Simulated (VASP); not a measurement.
BaHgI4:

```
CELL_PARAMETERS angstrom
7.64452 0.00000 0.00000
0.00000 4.39640 0.00000
-0.02950 0.00000 7.95862
ATOMIC_POSITIONS crystal
Ba 0.50000 0.50000 0.00000
Hg 0.00000 0.00000 0.00000
I 0.32136 0.00000 0.23905
I 0.15363 0.50000 0.76939
I 0.84637 0.50000 0.23061
I 0.67864 0.00000 0.76095
```

The cell was generated, and may not be a known phase.

| Quantity | Value |
| --- | --- |
| Program | VASP 6.6.1 |
| Task | relaxation of cell and atoms |
| Functional | PBE |
| Potentials or basis | VASP PAW PBE potentials, release 64 (Ba_sv, Hg, I) |
| Cutoff | 600 eV |
| k mesh | 2 × 3 × 2 |
| Occupations | gaussian, width 0.15 eV |
| Spin | no spin polarisation |

At the start: pressure 3.6 GPa; volume 44.58 Å³/atom.

Problem. How do energy, volume and symmetry change on relaxing?

Solution. Over 9 steps the energy falls by 108.4 meV/atom and the volume is 50.82 Å³/atom (+14.0 %); space group P2/m (No. 10, to 0.1 Å) before and after.

The path:
```tsv
step	energy change (eV)	largest force (eV/Å)	pressure (GPa)	volume (Å³)
1	0.0000	1.0647	3.63	267.48
2	-0.4721	0.4858	-0.29	308.49
3	-0.4729	0.4795	-0.17	306.48
4	-0.5238	0.4122	-0.15	306.27
5	-0.6231	0.1922	-0.05	305.31
6	-0.5341	0.6024	0.32	301.80
7	-0.6410	0.1345	0.01	304.58
8	-0.6413	0.1256	0.02	304.45
9	-0.6507	0.0766	-0.02	304.93
```

Final structure:
```yaml
crystal:
  lattice:
    - [8.21832, 0.00000, 0.01279]
    - [0.00000, 4.81067, 0.00000]
    - [-0.01180, 0.00000, 7.71273]
  atoms:
    - { symbol: Ba, position: [0.50000, 0.50000, 0.00000] }
    - { symbol: Hg, position: [0.00000, 0.00000, 0.00000] }
    - { symbol: I, position: [0.30359, 0.00000, 0.24309] }
    - { symbol: I, position: [0.13459, 0.50000, 0.77671] }
    - { symbol: I, position: [0.86541, 0.50000, 0.22329] }
    - { symbol: I, position: [0.69641, 0.00000, 0.75691] }
```

Caveat: the k points lie up to 0.44 Å⁻¹ apart in the final cell; the relaxation stopped at a loose force limit of 0.08 eV/Å, so its end isn't a converged minimum.
